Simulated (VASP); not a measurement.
The system is CuAu.

```
Au Cu
1.0
     2.82936    0.00000    0.00000
     0.00000    2.82936    0.00000
     0.00000    0.00000    3.70940
Au Cu
1 1
Direct
  0.00000 0.00000 0.00000
  0.50000 0.50000 0.50000
```

Program: VASP 6.6.1. Alike in all runs: task single point; no spin polarisation; cell as given; k mesh 9 × 9 × 7; cutoff (eV) 520; smearing fermi-dirac 0.05 eV.

Order these runs on this cell by their pressure, lowest first.
A. level LDA; potentials or basis VASP PAW LDA potentials, release 64 (Au, Cu)
B. level PBE; potentials or basis VASP PAW PBE potentials, release 64 (Au, Cu)
C. level PBEsol; potentials or basis VASP PAW PBE potentials, release 64 (Au, Cu)
D. level r2SCAN; potentials or basis VASP PAW PBE potentials, release 64 (Au, Cu)

A (-11.3 GPa), C (-6.7 GPa), D (-3.3 GPa), B (1.3 GPa).

Caveats: the PAW data sets were made with another functional, which shifts forces and pressure a little (some runs).
